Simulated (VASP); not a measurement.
A run of VASP 6.6.1 is set up as follows.

INCAR

```
SYSTEM = Co
ALGO = Normal
EDIFF = 1E-6
ENCUT = 520
GGA = PE
ISIF = 2
ISMEAR = 0
ISPIN = 2
LASPH = .TRUE.
LCHARG = .FALSE.
LMAXMIX = 4
LORBIT = 11
LREAL = .FALSE.
LWAVE = .FALSE.
MAGMOM = 1.86 1.86
NBANDS = 20
NELM = 150
PREC = Accurate
SIGMA = 0.15
```

The input KPOINTS:

```
k-points
0
G
  21 21 12
  0 0 0
```

POSCAR

```
Co
1.0
    2.4933810334      0.0000000000      0.0000000000
   -1.2466905167      2.1593313163      0.0000000000
    0.0000000000      0.0000000000      4.3548000000
Co
2
Direct
    0.3333333333      0.6666666667      0.2500000000
    0.6666666667      0.3333333333      0.7500000000
```

Potentials or basis: VASP PAW PBE potentials, release 64 (Co).

Command:

```sh
$ cat potpaw_PBE.64/Co/POTCAR > POTCAR
$ mpirun -np 1 vasp_std > vasp.out
```

Q: Predict the pressure.

A: -12.6 GPa.

Q: Predict the net moment.

A: 3.36 μB per cell.

Q: Predict the site moments.

A: Co +1.71 μB.

Stress tensor (GPa, compression positive):
```
 -7.09   0.00   0.00
  0.00  -7.09   0.00
  0.00   0.00 -23.50
```
